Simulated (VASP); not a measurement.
Ca3SbP: single point with LDA

Ca3SbP:

```xyz
5
Lattice="5.3829 0.0000 0.0000 0.0000 5.3829 0.0000 0.0000 0.0000 5.3829" Properties=species:S:1:pos:R:3 pbc="T T T"
Ca   -0.0618    2.6915    2.6915
Ca    2.4455    0.0000    2.6915
Ca    2.4455    2.6915    0.0000
Sb    0.1890    0.0000    0.0000
P     2.6652    2.6915    2.6915
```

This cell differs from its parent crystal: atoms displaced along a vibrational mode, the cell strained.

```
Program             : VASP 6.6.1
Task                : single point
Functional          : LDA
Potentials or basis : VASP PAW LDA potentials, release 64 (Ca_sv, Sb, P)
Cutoff              : 520 eV
k mesh              : 6 × 6 × 6
Occupations         : gaussian, width 0.05 eV
Spin                : no spin polarisation
```

```
Pressure               : -2.3 GPa
Largest force          : 0.098 eV/Å
Band gap on the k mesh : 0.81 eV
```

Forces in eV/Å, atoms in the order of the input:
```
Ca   0.000  0.000  0.000
Ca  -0.002  0.000  0.000
Ca  -0.002  0.000  0.000
Sb   0.098  0.000  0.000
P   -0.094  0.000  0.000
```

Stress tensor (GPa, compression positive):
```
-1.56  0.00  0.00
 0.00 -2.70  0.00
 0.00  0.00 -2.70
```

Levels at points of the mesh, in eV from the valence-band top:
```csv
k point,band 18,band 19,band 20,band 21,band 22,band 23
"(0.00, 0.00, 0.00)",-0.07,0.00,0.00,0.81,0.82,1.20
"(0.50, 0.00, 0.00)",-1.46,-0.79,-0.79,1.49,1.68,1.80
"(0.00, 0.50, 0.00)",-1.42,-0.82,-0.68,1.46,1.69,1.85
"(0.50, 0.50, 0.00)",-1.09,-0.98,-0.78,1.91,1.99,2.02
"(0.00, 0.50, 0.50)",-1.01,-1.01,-0.57,1.85,1.85,1.88
"(0.50, 0.50, 0.50)",-1.42,-1.42,-1.33,2.04,2.17,2.17
```

Wall time 4.7 min on 1 thread of Oxide Virtual Turin-like Processor, with other jobs on the host, peak memory 0.26 GiB.

Caveat: the cell differs from its parent crystal (atoms displaced along a vibrational mode, the cell strained); spin-orbit coupling is left out, which moves the levels of the heavy elements. A k mesh can miss the band edges.
